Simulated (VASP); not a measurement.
Here is a VASP 6.6.1 calculation.

INCAR

```
PREC     = Accurate       # precision mode
ENCUT    = 520            # plane-wave cutoff, eV
EDIFF    = 1E-7           # SCF threshold, eV
ISMEAR   = 0              # smearing method
SIGMA    = 0.02           # smearing width, eV
LREAL    = F              # projectors in reciprocal space
LASPH    = T              # aspherical terms in the spheres
NELM     = 100            # most SCF steps
ALGO     = Normal         # electronic algorithm
ISIF     = 2              # what is computed and relaxed
LWAVE    = F              # write WAVECAR
LCHARG   = F              # write CHGCAR
GGA      = PE             # functional
NBANDS   = 31             # bands
```

The input KPOINTS:

```
Automatic mesh
0
Gamma
  6 6 6
```

POSCAR

```
Al3GaAs4
1.0
    5.7327687881      0.0000000000      0.0000000000
    0.0000000000      5.7327687881      0.0000000000
    0.0000000000      0.0000000000      5.7327687881
Al Ga As
3 1 4
Direct
    0.0000000000      0.5000000000      0.5000000000
    0.5000000000      0.5000000000      0.0000000000
    0.5000000000      0.0000000000      0.5000000000
    0.0000000000      0.0000000000      0.0000000000
    0.7491207739      0.7491207739      0.2508792261
    0.7491207739      0.2508792261      0.7491207739
    0.2508792261      0.7491207739      0.7491207739
    0.2508792261      0.2508792261      0.2508792261
```

Potentials or basis: VASP PAW PBE potentials, release 64 (Al, Ga_d, As).

Launch:

```console
$ cat potpaw_PBE.64/Al/POTCAR potpaw_PBE.64/Ga_d/POTCAR potpaw_PBE.64/As/POTCAR > POTCAR
$ mpirun -np 1 vasp_std > vasp.out
```

(1) What does it give for the largest force?

(2) Predict the pressure.

(3) What does it give for the band gap on the k mesh?

## Answers

(1) 0.004 eV/Å.

(2) 0.2 GPa.

(3) 1.03 eV, indirect (least direct gap 1.17 eV).
